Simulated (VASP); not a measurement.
# Ni (P6/mmm) in VASP: notebook

Ni is run at these levels: revPBE; tasks: single point.

All numbers are computed with VASP 6.6.1; they aren't measurements. Logs are shortened: lines on timing, memory, paths and dates and some standing lists are left out, and cuts for length are marked.

## Step 1: The cell of the first run

The structure is hexagonal, space group P6/mmm (No. 191). The conventional cell has a = 4.019 Å, b = 4.019 Å, c = 2.436 Å, α = 90.00°, β = 90.00°, γ = 120.00°. Ni (site symmetry 6/mmm) has 14 Ni at 2.44 to 2.62 Å within 3.2 Å. Ni (site symmetry -6m2) has 11 Ni at 2.32 to 2.62 Å within 3.1 Å.

This isn't the form of Ni at room conditions, which is fcc.

## Step 2: Single point, revPBE, collinear spin, ferromagnetic start

File INCAR:

```
  ALGO = Normal
  EDIFF = 1E-6
  ENCUT = 520
  GGA = RE
  ISIF = 2
  ISMEAR = -1
  ISPIN = 2
  LASPH = T
  LCHARG = F
  LMAXMIX = 4
  LORBIT = 11
  LREAL = F
  LWAVE = F
  MAGMOM = 0.8 0.8 0.8
  NBANDS = 26
  NELM = 150
  PREC = Accurate
  SIGMA = 0.05
```

File KPOINTS:

```
k-points
0
Gamma
  9 9 13
```

File POSCAR:

```
Ni
1.0
    4.0187318727      0.0000000000      0.0000000000
   -2.0093659364      3.4803238928      0.0000000000
    0.0000000000      0.0000000000      2.4363582151
Ni
3
Direct
    0.0000000000      0.0000000000      0.0000000000
    0.3333333333      0.6666666667      0.5000000000
    0.6666666667      0.3333333333      0.5000000000
```

Potentials or basis: VASP PAW PBE potentials, release 64 (Ni).

Launch:

```sh
$ cat potpaw_PBE.64/Ni/POTCAR > POTCAR
$ mpirun -np 1 vasp_std > vasp.out
```

OUTCAR:

```text
EDIFF = 1E-6
   ENCUT = 520
   GGA = RE
   ISIF = 2
   ISMEAR = -1
   ISPIN = 2
   LASPH = T
   LORBIT = 11
   LREAL = F
   NELM = 150
   PREC = Accurate

 ion  position               nearest neighbor table
   1  0.000  0.000  0.000-   2 2.62   3 2.62   2 2.62   3 2.62   3 2.62   3 2.62   2 2.62   2 2.62
                             3 2.62   3 2.62   2 2.62   2 2.62
   2  0.333  0.667  0.500-   3 2.32   3 2.32   3 2.32   1 2.62   1 2.62   1 2.62   1 2.62   1 2.62
                             1 2.62
   3  0.667  0.333  0.500-   2 2.32   2 2.32   2 2.32   1 2.62   1 2.62   1 2.62   1 2.62   1 2.62
                             1 2.62

  LATTYP: Found a hexagonal cell.
 ALAT       =     4.0187318727
 C/A-ratio  =     0.6062505020

  Lattice vectors:

 A1 = (   4.0187318727,   0.0000000000,   0.0000000000)
 A2 = (  -2.0093659364,   3.4803238928,   0.0000000000)
 A3 = (   0.0000000000,   0.0000000000,   2.4363582151)

Analysis of symmetry for initial positions (statically):
=====================================================================
 Subroutine PRICEL returns:
 Original cell was already a primitive cell.

 Routine SETGRP: Setting up the symmetry group for a
 hexagonal supercell.

 Subroutine GETGRP returns: Found 24 space group operations
 (whereof 24 operations were pure point group operations)
 out of a pool of 24 trial point group operations.

The static configuration has the point symmetry D_6h.

Analysis of symmetry for dynamics (positions and initial velocities):
=====================================================================
 Subroutine PRICEL returns:
 Original cell was already a primitive cell.

 Routine SETGRP: Setting up the symmetry group for a
 hexagonal supercell.

 Subroutine GETGRP returns: Found 24 space group operations
 (whereof 24 operations were pure point group operations)
 out of a pool of 24 trial point group operations.

The dynamic configuration has the point symmetry D_6h.

Analysis of structural, dynamic, and magnetic symmetry:
=====================================================================
 Subroutine PRICEL returns:
 Original cell was already a primitive cell.

 Routine SETGRP: Setting up the symmetry group for a
 hexagonal supercell.

 Subroutine GETGRP returns: Found 24 space group operations
 (whereof 24 operations were pure point group operations)
 out of a pool of 24 trial point group operations.

The overall configuration has the point symmetry D_6h.

 Subroutine INISYM returns: Found 24 space group operations
 (whereof 24 operations are pure point group operations),
 and found     1 'primitive' translations

----------------------------------------------------------------------------------------

                                     Primitive cell

  volume of cell :      34.0761

  direct lattice vectors                    reciprocal lattice vectors
     4.018731873  0.000000000  0.000000000     0.248834715  0.143664790  0.000000000
    -2.009365936  3.480323893  0.000000000     0.000000000  0.287329579  0.000000000
     0.000000000  0.000000000  2.436358215     0.000000000  0.000000000  0.410448675

  length of vectors
     4.018731873  4.018731873  2.436358215     0.287329579  0.287329579  0.410448675

  position of ions in fractional coordinates (direct lattice)
     0.000000000  0.000000000  0.000000000
     0.333333333  0.666666667  0.500000000
     0.666666667  0.333333333  0.500000000

  ion indices of the primitive-cell ions
   primitive index   ion index
                 1           1
                 2           2
                 3           3

----------------------------------------------------------------------------------------

 KPOINTS: k-points

Automatic generation of k-mesh.
 Grid dimensions read from file:
 generate k-points for:    9    9   13

 Generating k-lattice:

  Cartesian coordinates                     Fractional coordinates (reciprocal lattice)
     0.027648302  0.015962754  0.000000000     0.111111111 -0.000000000  0.000000000
     0.000000000  0.031925509  0.000000000     0.000000000  0.111111111  0.000000000
     0.000000000  0.000000000  0.031572975     0.000000000  0.000000000  0.076923077

  Length of vectors
     0.031925509  0.031925509  0.031572975

  Shift w.r.t. Gamma in fractional coordinates (k-lattice)
     0.000000000  0.000000000  0.000000000

 Subroutine IBZKPT returns following result:
 ===========================================

 Found     84 irreducible k-points:

 Following reciprocal coordinates:
            Coordinates               Weight
  0.000000  0.000000  0.000000      1.000000
  0.111111  0.000000  0.000000      6.000000
  0.222222  0.000000  0.000000      6.000000
  0.333333  0.000000  0.000000      6.000000
  0.444444  0.000000  0.000000      6.000000
  0.111111  0.111111  0.000000      6.000000
[... 16 lines left out ...]
  0.333333  0.222222  0.076923     24.000000
  0.333333  0.333333  0.076923      4.000000
 [... further k-points ...]
   k-points           NKPTS =     84   k-points in BZ     NKDIM =     84   number of bands    NBANDS=     26
   number of dos      NEDOS =    301   number of ions     NIONS =      3
   total plane-waves  NPLWV =  16200
   dimension x,y,z NGX =    30 NGY =   30 NGZ =   18
   dimension x,y,z NGXF=    60 NGYF=   60 NGZF=   36
   ions per type =               3
   NGX,Y,Z   is equivalent  to a cutoff of  12.41, 12.41, 12.28 a.u.
   NGXF,Y,Z  is equivalent  to a cutoff of  24.82, 24.82, 24.56 a.u.
 SYSTEM =  unknown system
   PREC   = accura    normal or accurate (medium, high low for compatibility)
   ISTART =      0    job   : 0-new  1-cont  2-samecut
   ICHARG =      2    charge: 1-file 2-atom 10-const
   ISPIN  =      2    spin polarized calculation?
   LNONCOLLINEAR =      F non collinear calculations
   LSORBIT =      F    spin-orbit coupling
   LASPH  =      T    aspherical Exc in radial PAW
   ENCUT  =  520.0 eV  38.22 Ry    6.18 a.u.   7.47  7.47  4.53*2*pi/ulx,y,z
   NELM   =    150;   NELMIN=  2; NELMDL= -5     # of ELM steps
   EDIFF  = 0.1E-05   stopping-criterion for ELM
   LREAL  =      F    real-space projection
   EDIFFG = 0.1E-04   stopping-criterion for IOM
   NSW    =      0    number of steps for IOM
   IBRION =     -1    ionic relax: 0-MD 1-quasi-New 2-CG
   NFREE  =      0    steps in history (QN), initial steepest desc. (CG)
   ISIF   =      2    stress and relaxation
   ISYM   =      2    0-nonsym 1-usesym 2-fastsym
   POTIM  = 0.5000    time-step for ionic-motion
   TEBEG  =    0.0;   TEEND  =   0.0 temperature during run
   PSTRESS=    0.0 pullay stress
   NELECT =      30.0000    total number of electrons
   NUPDOWN=      -1.0000    fix difference up-down
   EMIN   =  10.00;   EMAX   =-10.00  energy-range for DOS
   EFERMI =   0.00;   METHOD = LEGACY
   ISMEAR =    -1;   SIGMA  =   0.05  broadening in eV -4-tet -1-fermi 0-gaus
   EFERMI_NEDOS =   21; number of points for ismear=-14 and -15
   IALGO  =     38    algorithm
   IMIX   =      4    mixing-type and parameters
     AMIX     =   0.40;   BMIX     =  1.00
     AMIX_MAG =   1.60;   BMIX_MAG =  1.00
  volume/ion in A,a.u.               =      11.36        76.65
  Fermi-wavevector in a.u.,A,eV,Ry     =   1.569033  2.965042 33.495684  2.461863
  Thomas-Fermi vector in A             =   2.670975
   LORBIT       =     11    0 simple, 1 ext, 2 COOP (PROOUT), +10 PAW based schemes
   GGA     = RE    functional components
   LHFCALC =     F    Hartree Fock is set to
   AEXX    =    0.0000 exact exchange contribution
   IVDW    =     0    specifies the selected vdW correction
   LEPSILON=     F    determine dielectric tensor
   LRPA    =     F    only Hartree local field effects (RPA)
 spin polarized calculation
  energy-cutoff  :      520.00
  volume of cell :       34.08
 maximum number of plane-waves:       939
 NGX is ok and might be reduce to    30
   NGX = 15   NGY = 15   NGZ =  9

 number of electron      29.9999999 magnetization       1.9369107

 Free energy of the ion-electron system (eV)
  ---------------------------------------------------
  ext. energy  EPLUGINS =         0.00000000
  ---------------------------------------------------
  free energy    TOTEN  =       -14.85469959 eV

  energy without entropy =      -14.80175171  energy(sigma->0) =      -14.82822565

 E-fermi :   8.8896     XC(G=0): -12.9024

 val. band max:        8.8872306646   @ k =   0.4444   0.1111   0.0000
 cond. band min:       8.8896845691   @ k =   0.2222   0.0000   0.4615
 fundamental gap:      0.0024539046
 Fermi energy:         8.8896186748

 spin component 1

 k-point     1 :       0.0000    0.0000    0.0000
  band No.  band energies     occupation
      1       0.1960      1.00000
      2       4.8337      1.00000
      3       5.8720      1.00000
      4       5.8720      1.00000
      5       5.8790      1.00000
      6       5.8790      1.00000
[... 18 lines left out ...]
     25      34.5201      0.00000
     26      35.4456      0.00000

 k-point     2 :       0.1111    0.0000    0.0000
  band No.  band energies     occupation
      1       0.3602      1.00000
      2       4.8425      1.00000
      3       5.5056      1.00000
      4       5.6819      1.00000
      5       5.8475      1.00000
      6       6.1643      1.00000
[... 18 lines left out ...]
     25      33.2279      0.00000
     26      34.0798      0.00000

 k-point     3 :       0.2222    0.0000    0.0000
  band No.  band energies     occupation
      1       0.8435      1.00000
      2       4.7518      1.00000
      3       5.1756      1.00000
      4       5.5643      1.00000
      5       5.6163      1.00000
      6       6.1665      1.00000
[... 572 lines left out ...]
 k-point    23 :       0.3333    0.2222    0.0769
  band No.  band energies     occupation
      1       3.0601      1.00000
      2       3.8874      1.00000
      3       4.2906      1.00000
      4       5.7699      1.00000
      5       5.8787      1.00000
      6       6.0317      1.00000
[... 18 lines left out ...]
     25      28.1876      0.00000
     26      29.3998      0.00000

 k-point    24 :       0.3333    0.3333    0.0769
  band No.  band energies     occupation
      1       3.5932      1.00000
      2       3.8857      1.00000
      3       3.8857      1.00000
      4       5.8695      1.00000
      5       5.8695      1.00000
      6       6.0607      1.00000
[... 18 lines left out ...]
     25      29.3908      0.00000
     26      29.3937      0.00000

 [... further k-points ...]

 spin component 2

 k-point     1 :       0.0000    0.0000    0.0000
  band No.  band energies     occupation
      1       0.1484      1.00000
      2       5.4051      1.00000
      3       6.3742      1.00000
      4       6.3742      1.00000
      5       6.4203      1.00000
      6       6.4203      1.00000
[... 18 lines left out ...]
     25      34.3494      0.00000
     26      35.2943      0.00000

 k-point     2 :       0.1111    0.0000    0.0000
  band No.  band energies     occupation
      1       0.3128      1.00000
      2       5.3915      1.00000
      3       6.0306      1.00000
      4       6.2339      1.00000
      5       6.3712      1.00000
      6       6.7111      1.00000
[... 18 lines left out ...]
     25      33.1081      0.00000
     26      33.9656      0.00000

 k-point     3 :       0.2222    0.0000    0.0000
  band No.  band energies     occupation
      1       0.7973      1.00000
      2       5.2159      1.00000
      3       5.6210      1.00000
      4       6.1159      1.00000
      5       6.2049      1.00000
      6       6.8615      1.00000
[... 572 lines left out ...]
 k-point    23 :       0.3333    0.2222    0.0769
  band No.  band energies     occupation
      1       3.0757      1.00000
      2       4.0252      1.00000
      3       4.5611      1.00000
      4       6.4664      1.00000
      5       6.5636      1.00000
      6       6.6644      1.00000
[... 18 lines left out ...]
     25      28.2000      0.00000
     26      29.4166      0.00000

 k-point    24 :       0.3333    0.3333    0.0769
  band No.  band energies     occupation
      1       3.7481      1.00000
      2       3.9879      1.00000
      3       3.9879      1.00000
      4       6.5900      1.00000
      5       6.5900      1.00000
      6       6.6342      1.00000
[... 18 lines left out ...]
     25      29.4098      0.00000
     26      29.4125      0.00000

 [... further k-points ...]
[... 5 lines left out ...]
  --------------------------------------------------------------------------------------
  -------------------------------------------------------------------------------------
  Total        0.0286900      0.0286900     -0.0198056     -0.0000000     -0.0000000      0.0000000
  in kB        1.3489373      1.3489373     -0.9312122     -0.0000000     -0.0000000      0.0000000
  external PRESSURE =       0.5888874 kB  Pullay stress =       0.0000000 kB

 VOLUME and BASIS-vectors are now :
 -----------------------------------------------------------------------------
  energy-cutoff  :      520.00
  volume of cell :       34.08
      direct lattice vectors                 reciprocal lattice vectors
     4.018731873  0.000000000  0.000000000     0.248834715  0.143664790  0.000000000
    -2.009365936  3.480323893  0.000000000     0.000000000  0.287329579  0.000000000
     0.000000000  0.000000000  2.436358215     0.000000000  0.000000000  0.410448675

 POSITION                                       TOTAL-FORCE (eV/Angst)
 -----------------------------------------------------------------------------------
      0.00000      0.00000      0.00000        -0.000000      0.000000      0.000000
     -0.00000      2.32022      1.21818        -0.000000      0.000000      0.000000
      2.00937      1.16011      1.21818         0.000000     -0.000000     -0.000000
 -----------------------------------------------------------------------------------
    total drift:                               -0.000000      0.000000      0.000000

  FREE ENERGIE OF THE ION-ELECTRON SYSTEM (eV)
  ---------------------------------------------------
  free  energy   TOTEN  =       -14.8546995858 eV

  energy  without entropy=      -14.8017517054  energy(sigma->0) =      -14.82822565

 total charge

# of ion       s       p       d       tot
------------------------------------------
    1        0.461   0.444   8.288   9.193
    2        0.494   0.468   8.317   9.279
    3        0.494   0.468   8.317   9.279
--------------------------------------------------
tot          1.449   1.381  24.922  27.751

 magnetization (x)

# of ion       s       p       d       tot
------------------------------------------
    1       -0.003  -0.024   0.659   0.631
    2       -0.006  -0.023   0.704   0.674
    3       -0.006  -0.023   0.704   0.674
--------------------------------------------------
tot         -0.015  -0.071   2.066   1.980
```

Run time: 4.2 min. Hardware: 1 thread of Intel Xeon 8259CL, shared host; peak memory 0.23 GiB.

What came out:

| Quantity | Value |
| --- | --- |
| Free energy | -14.8547 eV |
| Pressure | 0.1 GPa |
| Net moment | 1.94 μB per cell |
| Site moments | Ni +0.63, +0.67 (each value once) μB |
| Valence electrons inside the program's atomic spheres | Ni 9.19, 9.28 (each value once) |

Stress tensor (GPa, compression positive):
```
 0.13  0.00  0.00
 0.00  0.13  0.00
 0.00  0.00 -0.09
```

Levels at points of the mesh, in eV from the Fermi level:
Spin up:
| k point | band 12 | band 13 | band 14 | band 15 | band 16 | band 17 | band 18 | band 19 | band 20 | band 21 |
| --- | --- | --- | --- | --- | --- | --- | --- | --- | --- | --- |
| (0.00, 0.00, 0.00) | -1.49 | -1.49 | -1.49 | -0.48 | -0.48 | 5.89 | 5.89 | 5.92 | 5.92 | 8.06 |
Spin down:
```tsv
k point	band 11	band 12	band 13	band 14	band 15	band 16	band 17	band 18
(0.00, 0.00, 0.00)	-0.84	-0.84	-0.79	-0.79	0.25	0.25	6.14	6.14
```

Caveat: the PAW data sets were made with another functional, which shifts forces and pressure a little.

## Step 3: Single point, revPBE, collinear spin, ferromagnetic start (10.00 Å³/atom)

This run uses another cell than the first one, of 10.00 Å³/atom.

File INCAR:

```
PREC = Accurate
ENCUT = 520
EDIFF = 1E-7
ISMEAR = -1
SIGMA = 0.05
LREAL = False
LASPH = True
NELM = 150
ALGO = Normal
ISIF = 2
LWAVE = False
LCHARG = False
ISPIN = 2
MAGMOM = 0.668 0.71 0.71
LORBIT = 11
LMAXMIX = 4
GGA = RE
NBANDS = 26
```

File KPOINTS:

```
Automatic mesh
0
Gamma
  10 10 14
```

File POSCAR:

```
Ni
1.0
    3.8510863390      0.0000000000      0.0000000000
   -1.9255431695      3.3351386018      0.0000000000
    0.0000000000      0.0000000000      2.3347230261
Ni
3
Direct
    0.0000000000      0.0000000000      0.0000000000
    0.3333333333      0.6666666667      0.5000000000
    0.6666666667      0.3333333333      0.5000000000
```

Potentials or basis: VASP PAW PBE potentials, release 64 (Ni).

Launch:

```sh
$ cat potpaw_PBE.64/Ni/POTCAR > POTCAR
$ mpirun -np 1 vasp_std > vasp.out
```

Wall time 6 min (1 thread of Intel Xeon 8259CL, shared host); peak memory 0.24 GiB.

The run converged. Its results:

| Item | Value |
| --- | --- |
| Free energy | -14.5123 eV |
| Pressure | 30.1 GPa |
| Net moment | 1.74 μB per cell |
| Site moments | Ni +0.54, +0.60 (each value once) μB |
| Valence electrons inside the program's atomic spheres | Ni 9.43, 9.52 (each value once) |

Stress tensor (GPa, compression positive):
```
30.75  0.00  0.00
 0.00 30.75  0.00
 0.00  0.00 28.89
```

Levels at points of the mesh, in eV from the Fermi level:
Spin up:
```
           k point  band 13  band 14  band 15  band 16  band 17  band 18  band 19  band 20
(0.00, 0.00, 0.00)    -1.61    -1.61    -0.37    -0.37     6.51     6.51     6.55     6.55
(0.50, 0.00, 0.00)    -0.72    -0.71    -0.67    -0.65    -0.41    -0.01     6.96    16.45
(0.00, 0.00, 0.50)    -0.68    -0.68     0.00     1.08     1.92    10.50    10.91    10.91
(0.50, 0.00, 0.50)    -0.69    -0.46    -0.24     1.82     1.99     5.54     6.20     9.04
```
Spin down:
| k point | band 10 | band 11 | band 12 | band 13 | band 14 | band 15 | band 16 | band 17 | band 18 | band 19 |
| --- | --- | --- | --- | --- | --- | --- | --- | --- | --- | --- |
| (0.00, 0.00, 0.00) | -1.59 | -1.03 | -1.03 | -0.98 | -0.98 | 0.29 | 0.29 | 6.77 | 6.77 | 6.77 |
| (0.50, 0.00, 0.00) | -0.92 | -0.88 | -0.31 | -0.07 | -0.06 | -0.04 | -0.04 | 0.09 | 0.35 | 7.32 |
| (0.00, 0.00, 0.50) | -1.66 | -0.15 | -0.15 | 0.08 | 0.08 | 0.84 | 1.55 | 2.47 | 10.52 | 10.98 |
| (0.50, 0.00, 0.50) | -1.10 | -0.86 | -0.31 | -0.07 | 0.16 | 0.57 | 1.98 | 2.39 | 5.79 | 6.56 |

Caveat: the cell stands under pressure; the PAW data sets were made with another functional, which shifts forces and pressure a little.

(Continued in part 2 of 2.)
